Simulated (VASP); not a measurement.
# TiN (Fm-3m) in VASP: further runs

Runs on TiN. Level: PBEsol. Tasks: single point.

Program: VASP 6.6.1. These are calculated values, not measurements. Logs are shortened: lines on timing, memory, paths and dates and some standing lists are left out, and cuts for length are marked.

### 1 The cell of the first run

It takes space group Fm-3m (No. 225, cubic). Conventional cell: a = 4.028 Å, b = 4.028 Å, c = 4.028 Å, α = 90.00°, β = 90.00°, γ = 90.00°. Within 2.7 Å of Ti (site symmetry m-3m) lie 6 N at 2.01 Å. Within 2.7 Å of N (site symmetry m-3m) lie 6 Ti at 2.01 Å.

### 2 Single point, PBEsol, collinear spin (8.17 Å³/atom)

INCAR

```
SYSTEM = TiN
PREC     = Accurate       ! precision mode
ENCUT    = 520            ! plane-wave cutoff, eV
EDIFF    = 1E-6           ! SCF threshold, eV
ISMEAR   = 0              ! smearing method
SIGMA    = 0.15           ! smearing width, eV
LREAL    = .FALSE.        ! projectors in reciprocal space
LASPH    = .TRUE.         ! aspherical terms in the spheres
NELM     = 150            ! most SCF steps
ALGO     = Normal         ! electronic algorithm
ISIF     = 2              ! what is computed and relaxed
LWAVE    = .FALSE.        ! write WAVECAR
LCHARG   = .FALSE.        ! write CHGCAR
ISPIN    = 2              ! spin polarisation
MAGMOM   = 0.75 0         ! initial moments
LORBIT   = 11             ! projections on sites
NUPDOWN  = 0.75           ! fixed moment
LMAXMIX  = 4              ! l up to which the mixer works
GGA      = PS             ! functional
NBANDS   = 20             ! bands
```

KPOINTS

```
regular mesh
0
G
  20 20 20
  0 0 0
```

POSCAR

```
TiN
1.0
    0.0000000000      2.0142318208      2.0142318208
    2.0142318208      0.0000000000      2.0142318208
    2.0142318208      2.0142318208      0.0000000000
Ti N
1 1
Direct
    0.0000000000      0.0000000000      0.0000000000
    0.5000000000      0.5000000000      0.5000000000
```

Potentials or basis: VASP PAW PBE potentials, release 64 (Ti_sv, N).

On the command line:

```sh
> cat potpaw_PBE.64/Ti_sv/POTCAR potpaw_PBE.64/N/POTCAR > POTCAR
> mpirun -np 1 vasp_std > vasp.out
```

OUTCAR:

```text
SYSTEM = TiN
   PREC = Accurate
   ENCUT = 520
   EDIFF = 1E-6
   ISMEAR = 0
   LREAL = .FALSE.
   LASPH = .TRUE.
   NELM = 150
   ISIF = 2
   ISPIN = 2
   LORBIT = 11
   NUPDOWN = 0.75
   GGA = PS

 ion  position               nearest neighbor table
   1  0.000  0.000  0.000-   2 2.01   2 2.01   2 2.01   2 2.01   2 2.01   2 2.01
   2  0.500  0.500  0.500-   1 2.01   1 2.01   1 2.01   1 2.01   1 2.01   1 2.01

  LATTYP: Found a face centered cubic cell.
 ALAT       =     4.0284636416

  Lattice vectors:

 A1 = (   0.0000000000,   2.0142318208,   2.0142318208)
 A2 = (   2.0142318208,   0.0000000000,   2.0142318208)
 A3 = (   2.0142318208,   2.0142318208,   0.0000000000)

Analysis of symmetry for initial positions (statically):
=====================================================================
 Subroutine PRICEL returns:
 Original cell was already a primitive cell.

 Routine SETGRP: Setting up the symmetry group for a
 face centered cubic supercell.

 Subroutine GETGRP returns: Found 48 space group operations
 (whereof 48 operations were pure point group operations)
 out of a pool of 48 trial point group operations.

The static configuration has the point symmetry O_h .

Analysis of symmetry for dynamics (positions and initial velocities):
=====================================================================
 Subroutine PRICEL returns:
 Original cell was already a primitive cell.

 Routine SETGRP: Setting up the symmetry group for a
 face centered cubic supercell.

 Subroutine GETGRP returns: Found 48 space group operations
 (whereof 48 operations were pure point group operations)
 out of a pool of 48 trial point group operations.

The dynamic configuration has the point symmetry O_h .

Analysis of structural, dynamic, and magnetic symmetry:
=====================================================================
 Subroutine PRICEL returns:
 Original cell was already a primitive cell.

 Routine SETGRP: Setting up the symmetry group for a
 face centered cubic supercell.

 Subroutine GETGRP returns: Found 48 space group operations
 (whereof 48 operations were pure point group operations)
 out of a pool of 48 trial point group operations.

The overall configuration has the point symmetry O_h .

 Subroutine INISYM returns: Found 48 space group operations
 (whereof 48 operations are pure point group operations),
 and found     1 'primitive' translations

----------------------------------------------------------------------------------------

                                     Primitive cell

  volume of cell :      16.3440

  direct lattice vectors                    reciprocal lattice vectors
     0.000000000  2.014231821  2.014231821    -0.248233592  0.248233592  0.248233592
     2.014231821  0.000000000  2.014231821     0.248233592 -0.248233592  0.248233592
     2.014231821  2.014231821  0.000000000     0.248233592  0.248233592 -0.248233592

  length of vectors
     2.848553959  2.848553959  2.848553959     0.429953193  0.429953193  0.429953193

  position of ions in fractional coordinates (direct lattice)
     0.000000000  0.000000000  0.000000000
     0.500000000  0.500000000  0.500000000

  ion indices of the primitive-cell ions
   primitive index   ion index
                 1           1
                 2           2

----------------------------------------------------------------------------------------

 KPOINTS: regular mesh

Automatic generation of k-mesh.
 Grid dimensions read from file:
 generate k-points for:   20   20   20

 Generating k-lattice:

  Cartesian coordinates                     Fractional coordinates (reciprocal lattice)
    -0.012411680  0.012411680  0.012411680     0.050000000  0.000000000  0.000000000
     0.012411680 -0.012411680  0.012411680     0.000000000  0.050000000  0.000000000
     0.012411680  0.012411680 -0.012411680     0.000000000  0.000000000  0.050000000

  Length of vectors
     0.021497660  0.021497660  0.021497660

  Shift w.r.t. Gamma in fractional coordinates (k-lattice)
     0.000000000  0.000000000  0.000000000

 Subroutine IBZKPT returns following result:
 ===========================================

 Found    256 irreducible k-points:

 Following reciprocal coordinates:
            Coordinates               Weight
  0.000000  0.000000  0.000000      1.000000
  0.050000  0.000000  0.000000      8.000000
  0.100000  0.000000  0.000000      8.000000
  0.150000  0.000000  0.000000      8.000000
  0.200000  0.000000  0.000000      8.000000
  0.250000  0.000000  0.000000      8.000000
[... 16 lines left out ...]
 -0.400000  0.050000  0.000000     24.000000
 -0.350000  0.050000  0.000000     24.000000
 [... further k-points ...]
   k-points           NKPTS =    256   k-points in BZ     NKDIM =    256   number of bands    NBANDS=     20
   number of dos      NEDOS =    301   number of ions     NIONS =      2
   total plane-waves  NPLWV =  13824
   dimension x,y,z NGX =    24 NGY =   24 NGZ =   24
   dimension x,y,z NGXF=    48 NGYF=   48 NGZF=   48
   ions per type =               1   1
   NGX,Y,Z   is equivalent  to a cutoff of  14.01, 14.01, 14.01 a.u.
   NGXF,Y,Z  is equivalent  to a cutoff of  28.01, 28.01, 28.01 a.u.
 SYSTEM =  TiN
   PREC   = accura    normal or accurate (medium, high low for compatibility)
   ISTART =      0    job   : 0-new  1-cont  2-samecut
   ICHARG =      2    charge: 1-file 2-atom 10-const
   ISPIN  =      2    spin polarized calculation?
   LNONCOLLINEAR =      F non collinear calculations
   LSORBIT =      F    spin-orbit coupling
   LASPH  =      T    aspherical Exc in radial PAW
   ENCUT  =  520.0 eV  38.22 Ry    6.18 a.u.   5.30  5.30  5.30*2*pi/ulx,y,z
   NELM   =    150;   NELMIN=  2; NELMDL= -5     # of ELM steps
   EDIFF  = 0.1E-05   stopping-criterion for ELM
   LREAL  =      F    real-space projection
   EDIFFG = 0.1E-04   stopping-criterion for IOM
   NSW    =      0    number of steps for IOM
   IBRION =     -1    ionic relax: 0-MD 1-quasi-New 2-CG
   NFREE  =      0    steps in history (QN), initial steepest desc. (CG)
   ISIF   =      2    stress and relaxation
   ISYM   =      2    0-nonsym 1-usesym 2-fastsym
   POTIM  = 0.5000    time-step for ionic-motion
   TEBEG  =    0.0;   TEEND  =   0.0 temperature during run
   PSTRESS=    0.0 pullay stress
   NELECT =      17.0000    total number of electrons
   NUPDOWN=       0.7500    fix difference up-down
   EMIN   =  10.00;   EMAX   =-10.00  energy-range for DOS
   EFERMI =   0.00;   METHOD = LEGACY
   ISMEAR =     0;   SIGMA  =   0.15  broadening in eV -4-tet -1-fermi 0-gaus
   EFERMI_NEDOS =   21; number of points for ismear=-14 and -15
   IALGO  =     38    algorithm
   IMIX   =      4    mixing-type and parameters
     AMIX     =   0.40;   BMIX     =  1.00
     AMIX_MAG =   1.60;   BMIX_MAG =  1.00
  volume/ion in A,a.u.               =       8.17        55.15
  Fermi-wavevector in a.u.,A,eV,Ry     =   1.658715  3.134516 37.434177  2.751334
  Thomas-Fermi vector in A             =   2.746248
   LORBIT       =     11    0 simple, 1 ext, 2 COOP (PROOUT), +10 PAW based schemes
   GGA     = PS    functional components
   LHFCALC =     F    Hartree Fock is set to
   AEXX    =    0.0000 exact exchange contribution
   IVDW    =     0    specifies the selected vdW correction
   LEPSILON=     F    determine dielectric tensor
   LRPA    =     F    only Hartree local field effects (RPA)
 spin polarized calculation
 Gauss-broadening in eV      SIGMA  =   0.15
  energy-cutoff  :      520.00
  volume of cell :       16.34
 maximum number of plane-waves:       459
 NGX is ok and might be reduce to    24
   NGX = 11   NGY = 11   NGZ = 11

 number of electron      16.9999999 magnetization       0.7500000

 Free energy of the ion-electron system (eV)
  ---------------------------------------------------
  ext. energy  EPLUGINS =         0.00000000
  ---------------------------------------------------
  free energy    TOTEN  =       -20.12660652 eV

  energy without entropy =      -20.11893452  energy(sigma->0) =      -20.12277052

 E-fermi :  12.2397     XC(G=0): -14.0819

 val. band max:       14.2327472522   @ k =  -0.2000   0.0500   0.0000
 cond. band min:      12.2483408899   @ k =   0.2000   0.1500   0.0000
 fundamental gap:     -1.9844063622
 Fermi energy:        14.2336286782

 spin component 1

 k-point     1 :       0.0000    0.0000    0.0000
  band No.  band energies     occupation
      1     -44.0233      1.00000
      2     -19.9524      1.00000
      3     -19.9524      1.00000
      4     -19.9524      1.00000
      5      -4.5612      1.00000
      6      11.2347      1.00000
[... 12 lines left out ...]
     19      43.4872      0.00000
     20      43.4872      0.00000
[... 507 lines left out ...]
 k-point    24 :      -0.3500    0.0500    0.0000
  band No.  band energies     occupation
      1     -43.8566      1.00000
      2     -20.9220      1.00000
      3     -20.0595      1.00000
      4     -20.0187      1.00000
      5      -1.9877      1.00000
      6       5.2864      1.00000
[... 12 lines left out ...]
     19      39.6088      0.00000
     20      41.6854      0.00000

 [... further k-points ...]

 spin component 2

 k-point     1 :       0.0000    0.0000    0.0000
  band No.  band energies     occupation
      1     -43.5084      1.00000
      2     -19.4342      1.00000
      3     -19.4342      1.00000
      4     -19.4342      1.00000
      5      -4.3282      1.00000
      6      11.4048      1.00000
[... 12 lines left out ...]
     19      43.8194      0.00000
     20      43.8194      0.00000
[... 507 lines left out ...]
 k-point    24 :      -0.3500    0.0500    0.0000
  band No.  band energies     occupation
      1     -43.3411      1.00000
      2     -20.4142      1.00000
      3     -19.5403      1.00000
      4     -19.4990      1.00000
      5      -1.7762      1.00000
      6       5.6161      1.00000
[... 12 lines left out ...]
     19      39.9744      0.00000
     20      42.0423      0.00000

 [... further k-points ...]

------------------------ aborting loop because EDIFF is reached ----------------------------------------

  FORCE on cell =-STRESS in cart. coord.  units (eV):
  Direction    XX          YY          ZZ          XY          YZ          ZX
  --------------------------------------------------------------------------------------
  -------------------------------------------------------------------------------------
  Total        5.7595380      5.7595380      5.7595380      0.0000000      0.0000000     -0.0000000
  in kB      564.5987027    564.5987027    564.5987027      0.0000000      0.0000000     -0.0000000
  external PRESSURE =     564.5987027 kB  Pullay stress =       0.0000000 kB

 VOLUME and BASIS-vectors are now :
 -----------------------------------------------------------------------------
  energy-cutoff  :      520.00
  volume of cell :       16.34
      direct lattice vectors                 reciprocal lattice vectors
     0.000000000  2.014231821  2.014231821    -0.248233592  0.248233592  0.248233592
     2.014231821  0.000000000  2.014231821     0.248233592 -0.248233592  0.248233592
     2.014231821  2.014231821  0.000000000     0.248233592  0.248233592 -0.248233592

 POSITION                                       TOTAL-FORCE (eV/Angst)
 -----------------------------------------------------------------------------------
      0.00000      0.00000      0.00000        -0.000000      0.000000     -0.000000
      2.01423      2.01423      2.01423         0.000000     -0.000000      0.000000
 -----------------------------------------------------------------------------------
    total drift:                                0.000000     -0.000000     -0.000000

  FREE ENERGIE OF THE ION-ELECTRON SYSTEM (eV)
  ---------------------------------------------------
  free  energy   TOTEN  =       -20.1266065239 eV

  energy  without entropy=      -20.1189345236  energy(sigma->0) =      -20.12277052

 total charge

# of ion       s       p       d       tot
------------------------------------------
    1        2.225   6.331   2.206  10.762
    2        1.258   2.596   0.000   3.854
--------------------------------------------------
tot          3.482   8.927   2.206  14.616

 magnetization (x)

# of ion       s       p       d       tot
------------------------------------------
    1        0.005   0.006   0.541   0.552
    2        0.000   0.061   0.000   0.062
--------------------------------------------------
tot          0.006   0.067   0.541   0.614
```

Run time: 1.9 min. Hardware: 1 thread of Intel Xeon 8259CL, shared host; peak memory 0.25 GiB.

What came out:

```yaml
Free_energy: -20.1266 eV
Pressure: 56.5 GPa
Net_moment: 0.75 μB per cell
Site_moments: Ti +0.55; N +0.06 μB
Valence_electrons_inside_the_program's_atomic_spheres: Ti 10.76; N 3.85
```

Caveat: the cell stands under pressure; the PAW data sets were made with another functional, which shifts forces and pressure a little; the total moment is fixed, so each spin has its own Fermi level.

[end of part 1 of 2]
